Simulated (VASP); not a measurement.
# AlP (zincblende type) (F-43m) in VASP: further runs

The runs below take AlP (zincblende type) through single point, with r2SCAN.

Everything below comes from runs of VASP 6.6.1. Logs are shortened: lines on timing, memory, paths and dates and some standing lists are left out, and cuts for length are marked.

### Step 1. The cell of the first run

The structure is cubic, space group F-43m (No. 216). The conventional cell has a = 5.250 Å, b = 5.250 Å, c = 5.250 Å, α = 90.00°, β = 90.00°, γ = 90.00°. Al (site symmetry -43m) has 4 P at 2.27 Å within 3.0 Å. Within 3.0 Å of P (site symmetry -43m) lie 4 Al at 2.27 Å.

### Step 2. Single point, r2SCAN (volume scaled by 0.88)

File POSCAR:

```
AlP
1.0
    0.0000000000      2.6250255852      2.6250255852
    2.6250255852      0.0000000000      2.6250255852
    2.6250255852      2.6250255852      0.0000000000
Al P
1 1
Direct
    0.0000000000      0.0000000000      0.0000000000
    0.2500000000      0.2500000000      0.2500000000
```

File INCAR.step1:

```
ALGO = Normal
EDIFF = 1E-5
ENCUT = 550
GGA = PE
GGA_COMPAT = False
ISMEAR = -1
LASPH = True
LCHARG = False
LREAL = False
LWAVE = True
NBANDS = 11
NELM = 120
PREC = Accurate
SIGMA = 0.08
```

File INCAR.step2:

```
ALGO = Normal
EDIFF = 1E-6
ENCUT = 550
GGA_COMPAT = False
ISIF = 2
ISMEAR = -1
ISTART = 1
LASPH = True
LCHARG = True
LELF = True
LMIXTAU = True
LREAL = False
LVHAR = True
LWAVE = False
METAGGA = R2SCAN
NBANDS = 11
NELM = 120
PREC = Accurate
SIGMA = 0.08
```

File KPOINTS:

```
k-points
0
Gamma
  12 12 12
```

Potentials or basis: VASP PAW PBE potentials, release 64 (Al, P).

The run is started by

```sh
$ cat potpaw_PBE.64/Al/POTCAR potpaw_PBE.64/P/POTCAR > POTCAR
$ cp INCAR.step1 INCAR
$ mpirun -np 1 vasp_std > vasp.out
$ cp INCAR.step2 INCAR
$ mpirun -np 1 vasp_std > vasp.out
```

OUTCAR:

```text
EDIFF = 1E-6
   ENCUT = 550
   ISIF = 2
   ISMEAR = -1
   ISTART = 1
   LASPH = True
   LREAL = False
   METAGGA = R2SCAN
   NELM = 120
   PREC = Accurate

 ion  position               nearest neighbor table
   1  0.000  0.000  0.000-   2 2.27   2 2.27   2 2.27   2 2.27
   2  0.250  0.250  0.250-   1 2.27   1 2.27   1 2.27   1 2.27

  LATTYP: Found a face centered cubic cell.
 ALAT       =     5.2500511704

  Lattice vectors:

 A1 = (   0.0000000000,   2.6250255852,   2.6250255852)
 A2 = (   2.6250255852,   0.0000000000,   2.6250255852)
 A3 = (   2.6250255852,   2.6250255852,   0.0000000000)

Analysis of symmetry for initial positions (statically):
=====================================================================
 Subroutine PRICEL returns:
 Original cell was already a primitive cell.

 Routine SETGRP: Setting up the symmetry group for a
 face centered cubic supercell.

 Subroutine GETGRP returns: Found 24 space group operations
 (whereof 24 operations were pure point group operations)
 out of a pool of 48 trial point group operations.

The static configuration has the point symmetry T_d .

Analysis of symmetry for dynamics (positions and initial velocities):
=====================================================================
 Subroutine PRICEL returns:
 Original cell was already a primitive cell.

 Routine SETGRP: Setting up the symmetry group for a
 face centered cubic supercell.

 Subroutine GETGRP returns: Found 24 space group operations
 (whereof 24 operations were pure point group operations)
 out of a pool of 48 trial point group operations.

The dynamic configuration has the point symmetry T_d .

 Subroutine INISYM returns: Found 24 space group operations
 (whereof 24 operations are pure point group operations),
 and found     1 'primitive' translations

----------------------------------------------------------------------------------------

                                     Primitive cell

  volume of cell :      36.1768

  direct lattice vectors                    reciprocal lattice vectors
     0.000000000  2.625025585  2.625025585    -0.190474334  0.190474334  0.190474334
     2.625025585  0.000000000  2.625025585     0.190474334 -0.190474334  0.190474334
     2.625025585  2.625025585  0.000000000     0.190474334  0.190474334 -0.190474334

  length of vectors
     3.712346784  3.712346784  3.712346784     0.329911224  0.329911224  0.329911224

  position of ions in fractional coordinates (direct lattice)
     0.000000000  0.000000000  0.000000000
     0.250000000  0.250000000  0.250000000

  ion indices of the primitive-cell ions
   primitive index   ion index
                 1           1
                 2           2

----------------------------------------------------------------------------------------

 KPOINTS: k-points

Automatic generation of k-mesh.
 Grid dimensions read from file:
 generate k-points for:   12   12   12

 Generating k-lattice:

  Cartesian coordinates                     Fractional coordinates (reciprocal lattice)
    -0.015872861  0.015872861  0.015872861     0.083333333  0.000000000  0.000000000
     0.015872861 -0.015872861  0.015872861     0.000000000  0.083333333  0.000000000
     0.015872861  0.015872861 -0.015872861     0.000000000  0.000000000  0.083333333

  Length of vectors
     0.027492602  0.027492602  0.027492602

  Shift w.r.t. Gamma in fractional coordinates (k-lattice)
     0.000000000  0.000000000  0.000000000

 Subroutine IBZKPT returns following result:
 ===========================================

 Found     72 irreducible k-points:

 Following reciprocal coordinates:
            Coordinates               Weight
  0.000000  0.000000  0.000000      1.000000
  0.083333  0.000000  0.000000      8.000000
  0.166667  0.000000  0.000000      8.000000
  0.250000  0.000000  0.000000      8.000000
  0.333333  0.000000  0.000000      8.000000
  0.416667  0.000000  0.000000      8.000000
[... 16 lines left out ...]
  0.500000  0.166667  0.000000     24.000000
 -0.416667  0.166667  0.000000     24.000000
 [... further k-points ...]
   k-points           NKPTS =     72   k-points in BZ     NKDIM =     72   number of bands    NBANDS=     11
   number of dos      NEDOS =    301   number of ions     NIONS =      2
   total plane-waves  NPLWV =  21952
   dimension x,y,z NGX =    28 NGY =   28 NGZ =   28
   dimension x,y,z NGXF=    56 NGYF=   56 NGZF=   56
   ions per type =               1   1
   NGX,Y,Z   is equivalent  to a cutoff of  12.54, 12.54, 12.54 a.u.
   NGXF,Y,Z  is equivalent  to a cutoff of  25.08, 25.08, 25.08 a.u.
 SYSTEM =  unknown system
   PREC   = accura    normal or accurate (medium, high low for compatibility)
   ISTART =      1    job   : 0-new  1-cont  2-samecut
   ICHARG =      0    charge: 1-file 2-atom 10-const
   ISPIN  =      1    spin polarized calculation?
   LNONCOLLINEAR =      F non collinear calculations
   LSORBIT =      F    spin-orbit coupling
   LASPH  =      T    aspherical Exc in radial PAW
   ENCUT  =  550.0 eV  40.42 Ry    6.36 a.u.   7.10  7.10  7.10*2*pi/ulx,y,z
   NELM   =    120;   NELMIN=  2; NELMDL=  0     # of ELM steps
   EDIFF  = 0.1E-05   stopping-criterion for ELM
   LREAL  =      F    real-space projection
   EDIFFG = 0.1E-04   stopping-criterion for IOM
   NSW    =      0    number of steps for IOM
   IBRION =     -1    ionic relax: 0-MD 1-quasi-New 2-CG
   NFREE  =      0    steps in history (QN), initial steepest desc. (CG)
   ISIF   =      2    stress and relaxation
   ISYM   =      2    0-nonsym 1-usesym 2-fastsym
   POTIM  = 0.5000    time-step for ionic-motion
   TEBEG  =    0.0;   TEEND  =   0.0 temperature during run
   PSTRESS=    0.0 pullay stress
   NELECT =       8.0000    total number of electrons
   NUPDOWN=      -1.0000    fix difference up-down
   EMIN   =  10.00;   EMAX   =-10.00  energy-range for DOS
   EFERMI =   0.00;   METHOD = LEGACY
   ISMEAR =    -1;   SIGMA  =   0.08  broadening in eV -4-tet -1-fermi 0-gaus
   EFERMI_NEDOS =   21; number of points for ismear=-14 and -15
   IALGO  =     38    algorithm
   IMIX   =      4    mixing-type and parameters
     AMIX     =   0.40;   BMIX     =  1.00
     AMIX_MAG =   1.60;   BMIX_MAG =  1.00
  volume/ion in A,a.u.               =      18.09       122.07
  Fermi-wavevector in a.u.,A,eV,Ry     =   0.989983  1.870798 13.334625  0.980067
  Thomas-Fermi vector in A             =   2.121621
   LORBIT       =      0    0 simple, 1 ext, 2 COOP (PROOUT), +10 PAW based schemes
   METAGGA = R2SCAN    functional components
   LHFCALC =     F    Hartree Fock is set to
   AEXX    =    0.0000 exact exchange contribution
   IVDW    =     0    specifies the selected vdW correction
   LEPSILON=     F    determine dielectric tensor
   LRPA    =     F    only Hartree local field effects (RPA)
 non-spin polarized calculation
  energy-cutoff  :      550.00
  volume of cell :       36.18
 maximum number of plane-waves:      1071
   NGX = 15   NGY = 15   NGZ = 15

 number of electron       8.0000001 magnetization

 Free energy of the ion-electron system (eV)
  ---------------------------------------------------
  ext. energy  EPLUGINS =         0.00000000
  ---------------------------------------------------
  free energy    TOTEN  =       -17.01375519 eV

  energy without entropy =      -17.01375459  energy(sigma->0) =      -17.01375489

 E-fermi :   6.4406     XC(G=0): -10.1070

 val. band max:        5.5464127629   @ k =   0.0000   0.0000   0.0000
 cond. band min:       7.2094363756   @ k =   0.5000   0.5000   0.0000
 fundamental gap:      1.6630236127
 Fermi energy:         6.4405857373

 k-point     1 :       0.0000    0.0000    0.0000
  band No.  band energies     occupation
      1      -7.1792      2.00000
      2       5.5464      1.99997
      3       5.5464      1.99997
      4       5.5464      1.99997
      5      10.6555      0.00000
      6      10.6920      0.00000
      7      10.6920      0.00000
      8      10.6920      0.00000
      9      14.9792      0.00000
     10      14.9792      0.00000
     11      17.7099      0.00000

 k-point     2 :       0.0833    0.0000    0.0000
  band No.  band energies     occupation
      1      -7.0877      2.00000
      2       4.9086      2.00000
      3       5.4663      1.99999
      4       5.4663      1.99999
      5      10.5431      0.00000
      6      10.8547      0.00000
      7      10.8547      0.00000
      8      11.3079      0.00000
      9      14.6883      0.00000
     10      14.6883      0.00000
     11      18.0361      0.00000

 k-point     3 :       0.1667    0.0000    0.0000
  band No.  band energies     occupation
      1      -6.8188      2.00000
      2       3.5589      2.00000
      3       5.2706      2.00000
      4       5.2706      2.00000
      5      10.2252      0.00000
      6      11.1884      0.00000
      7      11.1884      0.00000
      8      12.6507      0.00000
      9      14.3019      0.00000
     10      14.3019      0.00000
     11      17.8183      0.00000

 k-point     4 :       0.2500    0.0000    0.0000
  band No.  band energies     occupation
      1      -6.3937      2.00000
      2       2.0815      2.00000
      3       5.0445      2.00000
      4       5.0445      2.00000
      5       9.8749      0.00000
      6      11.3008      0.00000
      7      11.3008      0.00000
      8      14.0282      0.00000
      9      14.5246      0.00000
     10      14.5246      0.00000
     11      17.3024      0.00000
[... 239 lines left out ...]
 k-point    22 :       0.4167    0.1667    0.0000
  band No.  band energies     occupation
      1      -5.4057      2.00000
      2       0.5179      2.00000
      3       3.6572      2.00000
      4       4.1114      2.00000
      5       9.3490      0.00000
      6      11.5311      0.00000
      7      12.4357      0.00000
      8      12.7618      0.00000
      9      17.2062      0.00000
     10      17.8795      0.00000
     11      19.3973      0.00000

 k-point    23 :       0.5000    0.1667    0.0000
  band No.  band energies     occupation
      1      -4.9816      2.00000
      2      -0.2491      2.00000
      3       3.3140      2.00000
      4       4.1664      2.00000
      5       9.3630      0.00000
      6      11.4829      0.00000
      7      12.0904      0.00000
      8      14.0353      0.00000
      9      17.1308      0.00000
     10      18.1841      0.00000
     11      20.1760      0.00000

 k-point    24 :      -0.4167    0.1667    0.0000
  band No.  band energies     occupation
      1      -4.9113      2.00000
      2      -0.3625      2.00000
      3       3.0918      2.00000
      4       4.3413      2.00000
      5       9.5642      0.00000
      6      11.4333      0.00000
      7      11.8589      0.00000
      8      15.1069      0.00000
      9      16.4936      0.00000
     10      17.0874      0.00000
     11      19.3067      0.00000

 [... further k-points ...]
[... 5 lines left out ...]
  --------------------------------------------------------------------------------------
  -------------------------------------------------------------------------------------
  Total        3.2838671      3.2838671      3.2838671      0.0000000      0.0000000      0.0000000
  in kB      145.4338643    145.4338643    145.4338643      0.0000000      0.0000000      0.0000000
  external PRESSURE =     145.4338643 kB  Pullay stress =       0.0000000 kB

 VOLUME and BASIS-vectors are now :
 -----------------------------------------------------------------------------
  energy-cutoff  :      550.00
  volume of cell :       36.18
      direct lattice vectors                 reciprocal lattice vectors
     0.000000000  2.625025585  2.625025585    -0.190474334  0.190474334  0.190474334
     2.625025585  0.000000000  2.625025585     0.190474334 -0.190474334  0.190474334
     2.625025585  2.625025585  0.000000000     0.190474334  0.190474334 -0.190474334

 POSITION                                       TOTAL-FORCE (eV/Angst)
 -----------------------------------------------------------------------------------
      0.00000      0.00000      0.00000         0.000000      0.000000      0.000000
      1.31251      1.31251      1.31251        -0.000000     -0.000000     -0.000000
 -----------------------------------------------------------------------------------
    total drift:                               -0.000000     -0.000000     -0.000000

  FREE ENERGIE OF THE ION-ELECTRON SYSTEM (eV)
  ---------------------------------------------------
  free  energy   TOTEN  =       -17.0137551889 eV

  energy  without entropy=      -17.0137545853  energy(sigma->0) =      -17.01375489
```

Wall time 51 s (1 thread of Intel Xeon 6975P-C (Granite Rapids), shared host); peak memory 0.17 GiB.

What came out:

```
Free energy            : -17.0138 eV
Pressure               : 14.5 GPa
Band gap on the k mesh : 1.66 eV, indirect (least direct gap 4.10 eV)
```

Caveat: the PAW data sets were made with another functional, which shifts forces and pressure a little. A k mesh can miss the band edges.

[end of part 1 of 3]
